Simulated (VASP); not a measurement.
# Li in VASP: notebook

The runs below take Li through single point, with r2SCAN.

All numbers are computed with VASP 6.6.1; they aren't measurements. Logs are shortened: lines on timing, memory, paths and dates and some standing lists are left out, and cuts for length are marked.

## (1) The cell of the first run

Symmetry: Fm-3m, No. 225, cubic system. The conventional cell has a = 4.184 Å, b = 4.184 Å, c = 4.184 Å, α = 90.00°, β = 90.00°, γ = 90.00°. Within 3.9 Å of Li (site symmetry m-3m) lie 12 Li at 2.96 Å.

This isn't the form of Li at room conditions, which is bcc.

## (2) Single point, r2SCAN (strain -0.050 along x and y, -0.050 along z)

The input, POSCAR:

```
Li
1.0
    0.0000000000      2.0919000000      2.0919000000
    2.0919000000      0.0000000000      2.0919000000
    2.0919000000      2.0919000000      0.0000000000
Li
1
Direct
    0.0000000000      0.0000000000      0.0000000000
```

The input, INCAR.step1:

```
  PREC = Accurate
  ENCUT = 830
  ISMEAR = 0
  SIGMA = 0.15
  LREAL = F
  LASPH = T
  NELM = 120
  NBANDS = 8
  GGA = PE
  ALGO = Normal
  EDIFF = 1E-5
  LWAVE = T
  LCHARG = F
  GGA_COMPAT = F
```

The input, INCAR.step2:

```
  PREC = Accurate
  ENCUT = 830
  EDIFF = 1E-6
  ISMEAR = 0
  SIGMA = 0.15
  LREAL = F
  LASPH = T
  NELM = 120
  ALGO = Normal
  ISIF = 2
  LWAVE = F
  LCHARG = F
  METAGGA = R2SCAN
  LMIXTAU = T
  NBANDS = 8
  ISTART = 1
  GGA_COMPAT = F
```

The input, KPOINTS:

```
Automatic mesh
0
Gamma
  18 18 18
```

Potentials or basis: VASP PAW PBE potentials, release 64 (Li_sv).

The run is started by

```
$ cat potpaw_PBE.64/Li_sv/POTCAR > POTCAR
$ cp INCAR.step1 INCAR
$ mpirun -np 1 vasp_std > vasp.out
$ cp INCAR.step2 INCAR
$ mpirun -np 1 vasp_std > vasp.out
```

OUTCAR:

```text
PREC = Accurate
   ENCUT = 830
   EDIFF = 1E-6
   ISMEAR = 0
   LREAL = F
   LASPH = T
   NELM = 120
   ISIF = 2
   METAGGA = R2SCAN
   ISTART = 1

 ion  position               nearest neighbor table
   1  0.000  0.000  0.000-

  LATTYP: Found a face centered cubic cell.
 ALAT       =     4.1838000000

  Lattice vectors:

 A1 = (   0.0000000000,   2.0919000000,   2.0919000000)
 A2 = (   2.0919000000,   0.0000000000,   2.0919000000)
 A3 = (   2.0919000000,   2.0919000000,   0.0000000000)

Analysis of symmetry for initial positions (statically):
=====================================================================
 Subroutine PRICEL returns:
 Original cell was already a primitive cell.

 Routine SETGRP: Setting up the symmetry group for a
 face centered cubic supercell.

 Subroutine GETGRP returns: Found 48 space group operations
 (whereof 48 operations were pure point group operations)
 out of a pool of 48 trial point group operations.

The static configuration has the point symmetry O_h .

Analysis of symmetry for dynamics (positions and initial velocities):
=====================================================================
 Subroutine PRICEL returns:
 Original cell was already a primitive cell.

 Routine SETGRP: Setting up the symmetry group for a
 face centered cubic supercell.

 Subroutine GETGRP returns: Found 48 space group operations
 (whereof 48 operations were pure point group operations)
 out of a pool of 48 trial point group operations.

The dynamic configuration has the point symmetry O_h .

 Subroutine INISYM returns: Found 48 space group operations
 (whereof 48 operations are pure point group operations),
 and found     1 'primitive' translations

----------------------------------------------------------------------------------------

                                     Primitive cell

  volume of cell :      18.3085

  direct lattice vectors                    reciprocal lattice vectors
     0.000000000  2.091900000  2.091900000    -0.239017161  0.239017161  0.239017161
     2.091900000  0.000000000  2.091900000     0.239017161 -0.239017161  0.239017161
     2.091900000  2.091900000  0.000000000     0.239017161  0.239017161 -0.239017161

  length of vectors
     2.958393351  2.958393351  2.958393351     0.413989867  0.413989867  0.413989867

  position of ions in fractional coordinates (direct lattice)
     0.000000000  0.000000000  0.000000000

  ion indices of the primitive-cell ions
   primitive index   ion index
                 1           1

----------------------------------------------------------------------------------------

 KPOINTS: Automatic mesh

Automatic generation of k-mesh.
 Grid dimensions read from file:
 generate k-points for:   18   18   18

 Generating k-lattice:

  Cartesian coordinates                     Fractional coordinates (reciprocal lattice)
    -0.013278731  0.013278731  0.013278731     0.055555556  0.000000000  0.000000000
     0.013278731 -0.013278731  0.013278731     0.000000000  0.055555556  0.000000000
     0.013278731  0.013278731 -0.013278731     0.000000000  0.000000000  0.055555556

  Length of vectors
     0.022999437  0.022999437  0.022999437

  Shift w.r.t. Gamma in fractional coordinates (k-lattice)
     0.000000000  0.000000000  0.000000000

 Subroutine IBZKPT returns following result:
 ===========================================

 Found    195 irreducible k-points:

 Following reciprocal coordinates:
            Coordinates               Weight
  0.000000  0.000000  0.000000      1.000000
  0.055556  0.000000  0.000000      8.000000
  0.111111  0.000000  0.000000      8.000000
  0.166667  0.000000  0.000000      8.000000
  0.222222  0.000000  0.000000      8.000000
  0.277778  0.000000  0.000000      8.000000
[... 16 lines left out ...]
 -0.277778  0.055556  0.000000     24.000000
 -0.222222  0.055556  0.000000     24.000000
 [... further k-points ...]
   k-points           NKPTS =    195   k-points in BZ     NKDIM =    195   number of bands    NBANDS=      8
   number of dos      NEDOS =    301   number of ions     NIONS =      1
   total plane-waves  NPLWV =  21952
   dimension x,y,z NGX =    28 NGY =   28 NGZ =   28
   dimension x,y,z NGXF=    56 NGYF=   56 NGZF=   56
   ions per type =               1
   NGX,Y,Z   is equivalent  to a cutoff of  15.73, 15.73, 15.73 a.u.
   NGXF,Y,Z  is equivalent  to a cutoff of  31.47, 31.47, 31.47 a.u.
 SYSTEM =  unknown system
   PREC   = accura    normal or accurate (medium, high low for compatibility)
   ISTART =      1    job   : 0-new  1-cont  2-samecut
   ICHARG =      0    charge: 1-file 2-atom 10-const
   ISPIN  =      1    spin polarized calculation?
   LNONCOLLINEAR =      F non collinear calculations
   LSORBIT =      F    spin-orbit coupling
   LASPH  =      T    aspherical Exc in radial PAW
   ENCUT  =  830.0 eV  61.00 Ry    7.81 a.u.   6.95  6.95  6.95*2*pi/ulx,y,z
   NELM   =    120;   NELMIN=  2; NELMDL=  0     # of ELM steps
   EDIFF  = 0.1E-05   stopping-criterion for ELM
   LREAL  =      F    real-space projection
   EDIFFG = 0.1E-04   stopping-criterion for IOM
   NSW    =      0    number of steps for IOM
   IBRION =     -1    ionic relax: 0-MD 1-quasi-New 2-CG
   NFREE  =      0    steps in history (QN), initial steepest desc. (CG)
   ISIF   =      2    stress and relaxation
   ISYM   =      2    0-nonsym 1-usesym 2-fastsym
   POTIM  = 0.5000    time-step for ionic-motion
   TEBEG  =    0.0;   TEEND  =   0.0 temperature during run
   PSTRESS=    0.0 pullay stress
   NELECT =       3.0000    total number of electrons
   NUPDOWN=      -1.0000    fix difference up-down
   EMIN   =  10.00;   EMAX   =-10.00  energy-range for DOS
   EFERMI =   0.00;   METHOD = LEGACY
   ISMEAR =     0;   SIGMA  =   0.15  broadening in eV -4-tet -1-fermi 0-gaus
   EFERMI_NEDOS =   21; number of points for ismear=-14 and -15
   IALGO  =     38    algorithm
   IMIX   =      4    mixing-type and parameters
     AMIX     =   0.40;   BMIX     =  1.00
     AMIX_MAG =   1.60;   BMIX_MAG =  1.00
  volume/ion in A,a.u.               =      18.31       123.55
  Fermi-wavevector in a.u.,A,eV,Ry     =   0.895841  1.692894 10.919102  0.802531
  Thomas-Fermi vector in A             =   2.018224
   LORBIT       =      0    0 simple, 1 ext, 2 COOP (PROOUT), +10 PAW based schemes
   METAGGA = R2SCAN    functional components
   LHFCALC =     F    Hartree Fock is set to
   AEXX    =    0.0000 exact exchange contribution
   IVDW    =     0    specifies the selected vdW correction
   LEPSILON=     F    determine dielectric tensor
   LRPA    =     F    only Hartree local field effects (RPA)
 non-spin polarized calculation
 Gauss-broadening in eV      SIGMA  =   0.15
  energy-cutoff  :      830.00
  volume of cell :       18.31
 maximum number of plane-waves:      1018
   NGX = 13   NGY = 13   NGZ = 13

 number of electron       3.0000001 magnetization

 Free energy of the ion-electron system (eV)
  ---------------------------------------------------
  ext. energy  EPLUGINS =         0.00000000
  ---------------------------------------------------
  free energy    TOTEN  =        -2.37412507 eV

  energy without entropy =       -2.37038257  energy(sigma->0) =       -2.37225382

 E-fermi :   0.9372     XC(G=0):  -7.7188

 val. band max:        0.9302867889   @ k =   0.5000   0.2222   0.0556
 cond. band min:       1.0023755467   @ k =   0.5000   0.1111   0.0000
 fundamental gap:      0.0720887577
 Fermi energy:         0.9372173257

 k-point     1 :       0.0000    0.0000    0.0000
  band No.  band energies     occupation
      1     -46.9771      2.00000
      2      -3.0837      2.00000
      3      18.0687      0.00000
      4      18.0687      0.00000
      5      18.0687      0.00000
      6      21.5594      0.00000
      7      21.5594      0.00000
      8      21.5594      0.00000

 k-point     2 :       0.0556    0.0000    0.0000
  band No.  band energies     occupation
      1     -46.9763      2.00000
      2      -3.0214      2.00000
      3      17.1709      0.00000
      4      17.8745      0.00000
      5      17.8745      0.00000
      6      21.0576      0.00000
      7      21.8754      0.00000
      8      21.8754      0.00000

 k-point     3 :       0.1111    0.0000    0.0000
  band No.  band energies     occupation
      1     -46.9738      2.00000
      2      -2.8350      2.00000
      3      15.2708      0.00000
      4      17.4483      0.00000
      5      17.4483      0.00000
      6      21.0147      0.00000
      7      22.6084      0.00000
      8      22.6084      0.00000

 k-point     4 :       0.1667    0.0000    0.0000
  band No.  band energies     occupation
      1     -46.9700      2.00000
      2      -2.5242      2.00000
      3      13.1896      0.00000
      4      16.9944      0.00000
      5      16.9944      0.00000
      6      21.2448      0.00000
      7      23.1690      0.00000
      8      23.1690      0.00000

 k-point     5 :       0.2222    0.0000    0.0000
  band No.  band energies     occupation
      1     -46.9654      2.00000
      2      -2.0902      2.00000
      3      11.1682      0.00000
      4      16.6064      0.00000
      5      16.6064      0.00000
      6      21.4834      0.00000
      7      22.7066      0.00000
      8      22.7066      0.00000
[... 177 lines left out ...]
 k-point    22 :      -0.3333    0.0556    0.0000
  band No.  band energies     occupation
      1     -46.9540      2.00000
      2      -0.5781      2.00000
      3       7.0677      0.00000
      4      15.0153      0.00000
      5      16.5463      0.00000
      6      19.8481      0.00000
      7      20.3549      0.00000
      8      22.9741      0.00000

 k-point    23 :      -0.2778    0.0556    0.0000
  band No.  band energies     occupation
      1     -46.9584      2.00000
      2      -1.2697      2.00000
      3       8.7122      0.00000
      4      15.0788      0.00000
      5      16.9273      0.00000
      6      20.5490      0.00000
      7      20.9361      0.00000
      8      23.0682      0.00000

 k-point    24 :      -0.2222    0.0556    0.0000
  band No.  band energies     occupation
      1     -46.9632      2.00000
      2      -1.8617      2.00000
      3      10.5394      0.00000
      4      15.2793      0.00000
      5      17.3153      0.00000
      6      21.1739      0.00000
      7      21.7375      0.00000
      8      22.8837      0.00000

 [... further k-points ...]

------------------------ aborting loop because EDIFF is reached ----------------------------------------

  FORCE on cell =-STRESS in cart. coord.  units (eV):
  Direction    XX          YY          ZZ          XY          YZ          ZX
  --------------------------------------------------------------------------------------
  -------------------------------------------------------------------------------------
  Total        0.2243562      0.2243562      0.2243562      0.0000000      0.0000000     -0.0000000
  in kB       19.6334136     19.6334136     19.6334136      0.0000000      0.0000000     -0.0000000
  external PRESSURE =      19.6334136 kB  Pullay stress =       0.0000000 kB

 VOLUME and BASIS-vectors are now :
 -----------------------------------------------------------------------------
  energy-cutoff  :      830.00
  volume of cell :       18.31
      direct lattice vectors                 reciprocal lattice vectors
     0.000000000  2.091900000  2.091900000    -0.239017161  0.239017161  0.239017161
     2.091900000  0.000000000  2.091900000     0.239017161 -0.239017161  0.239017161
     2.091900000  2.091900000  0.000000000     0.239017161  0.239017161 -0.239017161

 POSITION                                       TOTAL-FORCE (eV/Angst)
 -----------------------------------------------------------------------------------
      0.00000      0.00000      0.00000         0.000000     -0.000000     -0.000000
 -----------------------------------------------------------------------------------
    total drift:                               -0.000000     -0.000000     -0.000000

  FREE ENERGIE OF THE ION-ELECTRON SYSTEM (eV)
  ---------------------------------------------------
  free  energy   TOTEN  =        -2.3741250693 eV

  energy  without entropy=       -2.3703825727  energy(sigma->0) =       -2.37225382
```

Run time: 5.5 min. Hardware: 1 thread of Oxide Virtual Turin-like, shared host; peak memory 0.15 GiB.

What came out:

```yaml
Free_energy: -2.3741 eV
Pressure: 2.0 GPa
Band_gap_on_the_k_mesh: zero (an odd number of electrons rules out a gap without spin polarisation)
```

Levels at points of the mesh, in eV from the Fermi level:
| k point | band 1 | band 2 | band 3 | band 4 | band 5 | band 6 | band 7 |
| --- | --- | --- | --- | --- | --- | --- | --- |
| (0.00, 0.00, 0.00) | -47.91 | -4.02 | 17.13 | 17.13 | 17.13 | 20.62 | 20.62 |
| (0.50, 0.00, 0.00) | -47.89 | -0.06 | 3.51 | 15.03 | 15.03 | 18.74 | 18.74 |
| (0.50, 0.50, 0.00) | -47.88 | 1.76 | 5.40 | 9.92 | 9.92 | 11.94 | 18.29 |

Caveat: the cell differs from its parent crystal (strain -0.050 along x and y, -0.050 along z); the PAW data sets were made with another functional, which shifts forces and pressure a little.

## (3) Single point, r2SCAN (strain -0.050 along x and y, +0.000 along z)

The input, POSCAR:

```
Li
1.0
    0.0000000000      2.0919000000      2.2020000000
    2.0919000000      0.0000000000      2.2020000000
    2.0919000000      2.0919000000      0.0000000000
Li
1
Direct
    0.0000000000      0.0000000000      0.0000000000
```

The input, INCAR.step1:

```
SYSTEM = Li
ALGO = Normal
EDIFF = 1E-5
ENCUT = 830
GGA = PE
GGA_COMPAT = .False.
ISMEAR = 0
LASPH = .True.
LCHARG = .False.
LREAL = .False.
LWAVE = .True.
NBANDS = 8
NELM = 120
PREC = Accurate
SIGMA = 0.15
```

The input, INCAR.step2:

```
SYSTEM = Li
ALGO = Normal
EDIFF = 1E-6
ENCUT = 830
GGA_COMPAT = .False.
ISIF = 2
ISMEAR = 0
ISTART = 1
LASPH = .True.
LCHARG = .True.
LELF = .True.
LMIXTAU = .True.
LREAL = .False.
LVHAR = .True.
LWAVE = .False.
METAGGA = R2SCAN
NBANDS = 8
NELM = 120
PREC = Accurate
SIGMA = 0.15
```

The input, KPOINTS:

```
k-points
0
Gamma
  18 18 18
  0 0 0
```

Potentials or basis: VASP PAW PBE potentials, release 64 (Li_sv).

The run is started by

```
$ cat potpaw_PBE.64/Li_sv/POTCAR > POTCAR
$ cp INCAR.step1 INCAR
$ mpirun -np 1 vasp_std > vasp.out
$ cp INCAR.step2 INCAR
$ mpirun -np 1 vasp_std > vasp.out
```

OUTCAR:

```text
SYSTEM = Li
   EDIFF = 1E-6
   ENCUT = 830
   ISIF = 2
   ISMEAR = 0
   ISTART = 1
   LASPH = .True.
   LREAL = .False.
   METAGGA = R2SCAN
   NELM = 120
   PREC = Accurate

 ion  position               nearest neighbor table
   1  0.000  0.000  0.000-

  LATTYP: Found a body centered tetragonal cell.
 ALAT       =     2.9583933511
 C/A-ratio  =     1.4886458551

  Lattice vectors:

 A1 = (  -2.0919000000,   0.0000000000,   2.2020000000)
[... 443 lines left out ...]
      6      20.5385      0.00000
      7      21.5945      0.00000
      8      22.3278      0.00000

 [... further k-points ...]

------------------------ aborting loop because EDIFF is reached ----------------------------------------

  FORCE on cell =-STRESS in cart. coord.  units (eV):
  Direction    XX          YY          ZZ          XY          YZ          ZX
  --------------------------------------------------------------------------------------
  -------------------------------------------------------------------------------------
  Total        0.1350456      0.1350456      0.1024296      0.0000000      0.0000000     -0.0000000
  in kB       11.2269482     11.2269482      8.5154354      0.0000000      0.0000000     -0.0000000
  external PRESSURE =      10.3231106 kB  Pullay stress =       0.0000000 kB

 VOLUME and BASIS-vectors are now :
 -----------------------------------------------------------------------------
  energy-cutoff  :      830.00
  volume of cell :       19.27
      direct lattice vectors                 reciprocal lattice vectors
     0.000000000  2.091900000  2.202000000    -0.239017161  0.239017161  0.227066303
     2.091900000  0.000000000  2.202000000     0.239017161 -0.239017161  0.227066303
     2.091900000  2.091900000  0.000000000     0.239017161  0.239017161 -0.227066303

 POSITION                                       TOTAL-FORCE (eV/Angst)
 -----------------------------------------------------------------------------------
      0.00000      0.00000      0.00000         0.000000     -0.000000     -0.000000
 -----------------------------------------------------------------------------------
    total drift:                               -0.000000     -0.000000     -0.000000

  FREE ENERGIE OF THE ION-ELECTRON SYSTEM (eV)
  ---------------------------------------------------
  free  energy   TOTEN  =        -2.3827713779 eV

  energy  without entropy=       -2.3785825385  energy(sigma->0) =       -2.38067696
```

OSZICAR.step1:

```text
N       E                     dE             d eps       ncg     rms          rms(c)
DAV:   1     0.466518493763E+00    0.46652E+00   -0.95335E+02  7680   0.353E+02
DAV:   2    -0.184445126995E+01   -0.23110E+01   -0.22261E+01 10832   0.400E+01
DAV:   3    -0.190786221549E+01   -0.63411E-01   -0.63384E-01  9016   0.500E+00
DAV:   4    -0.190915387113E+01   -0.12917E-02   -0.12916E-02 11752   0.554E-01
DAV:   5    -0.190915901529E+01   -0.51442E-05   -0.51442E-05  9512   0.241E-02    0.208E-01
DAV:   6    -0.190820977317E+01    0.94924E-03   -0.32758E-04 12336   0.687E-02    0.119E-01
DAV:   7    -0.190773029273E+01    0.47948E-03   -0.77750E-04 11808   0.108E-01    0.292E-02
DAV:   8    -0.190772966400E+01    0.62874E-06   -0.52855E-06  8672   0.214E-02
   1 F= -.19077297E+01 E0= -.19054101E+01  d E =-.463913E-02
```

Run time: 12 min. Hardware: 1 thread of Oxide Virtual Turin-like, shared host; peak memory 0.22 GiB.

Results:

- Free energy: -2.3828 eV
- Pressure: 1.0 GPa
- Band gap on the k mesh: zero (an odd number of electrons rules out a gap without spin polarisation)

Levels at points of the mesh, in eV from the Fermi level:
| k point | band 1 | band 2 | band 3 | band 4 | band 5 | band 6 | band 7 |
| --- | --- | --- | --- | --- | --- | --- | --- |
| (0.00, 0.00, 0.00) | -47.97 | -3.96 | 16.52 | 16.52 | 16.57 | 19.87 | 20.10 |
| (0.50, 0.00, 0.00) | -47.94 | -0.03 | 3.32 | 13.91 | 15.03 | 17.54 | 18.79 |
| (0.50, 0.50, 0.00) | -47.94 | 1.24 | 4.73 | 10.16 | 10.16 | 12.14 | 17.91 |
| (0.50, 0.00, 0.50) | -47.93 | 1.98 | 5.45 | 9.21 | 9.48 | 11.35 | 17.28 |

Caveat: the cell differs from its parent crystal (strain -0.050 along x and y, +0.000 along z); the PAW data sets were made with another functional, which shifts forces and pressure a little.

[end of part 1 of 2]

The gap in the log of VASP goes by the Fermi energy; the results here count the filled bands.